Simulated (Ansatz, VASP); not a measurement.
## PbS: VASP beside Ansatz

Contents of INCAR:

```
PREC = Accurate ; ENCUT = 520
EDIFF = 1E-7 ; ISMEAR = -1
SIGMA = 0.01 ; LREAL = F
LASPH = T ; NELM = 60
ALGO = Normal ; ISIF = 2
LWAVE = F ; LCHARG = F
NBANDS = 17
```

Contents of KPOINTS:

```
regular mesh
0
Gamma
  8 8 8
```

Contents of POSCAR:

```
PbS
1.0
    0.0000000000      3.0243000000      2.9650000000
    3.0243000000      0.0000000000      2.9650000000
    3.0243000000      3.0243000000      0.0000000000
Pb S
1 1
Direct
    0.0000000000      0.0000000000      0.0000000000
    0.5000000000      0.5000000000      0.5000000000
```

Input for Ansatz:

```yaml
crystal:
  lattice:
    - [0.0, 3.0243, 2.965]
    - [3.0243, 0.0, 2.965]
    - [3.0243, 3.0243, 0.0]
  atoms:
    - { symbol: Pb, position: [0.0, 0.0, 0.0] }
    - { symbol: S, position: [0.5, 0.5, 0.5] }
kpoints:
  mp_grid: { grid: [8, 8, 8] }
  band_path:
    path:
      - [0.0, 0.0, 0.0]
      - [0.0, 0.5, 0.5]
      - [0.25, 0.75, 0.5]
      - [0.0, 0.5, 0.0]
      - [0.0, 0.0, 0.0]
      - [0.5, 0.5, 0.0]
      - [0.38005, 0.61995, 0.0]
      - [-0.38005, 0.38005, 0.0]
      - [0.0, 0.0, 0.0]
    npoints: 5
scf:
  occupations: { method: fermi_dirac, width: 0.01 }
hamiltonian:
  xc: lda
  pseudopotentials: { kind: all_electron, lapw: { basis_error: 0.0005 } }
output:
  forces: true
  stress: true
  eigenvalues: true
```

Change from the starting cell: equal xx and yy strain of +2 %.

Alike in both runs: task single point; functional LDA; k mesh 8 × 8 × 8; occupations fermi-dirac, width 0.01 eV; no spin polarisation.

```csv
,VASP,Ansatz
version,VASP 6.6.1,Ansatz 0.2.0
potentials or method,"VASP PAW LDA potentials, release 64 (Pb_d, S), cutoff 520 eV","all-electron LAPW, scalar-relativistic"
```

VASP gave:

- pressure (GPa): -4.4
- traceless stress, the component that is largest in VASP (GPa): 1.35

Task: Which values does Ansatz return?

Result: Pressure (GPa): -4.4; traceless stress, the component that is largest in VASP (GPa): 1.34.

LDA's correlation is that of Perdew and Zunger in VASP and of Perdew and Wang (1992) in Ansatz. Ansatz ran all-electron here, and VASP with PAW potentials.

Neither program's run includes spin-orbit coupling.
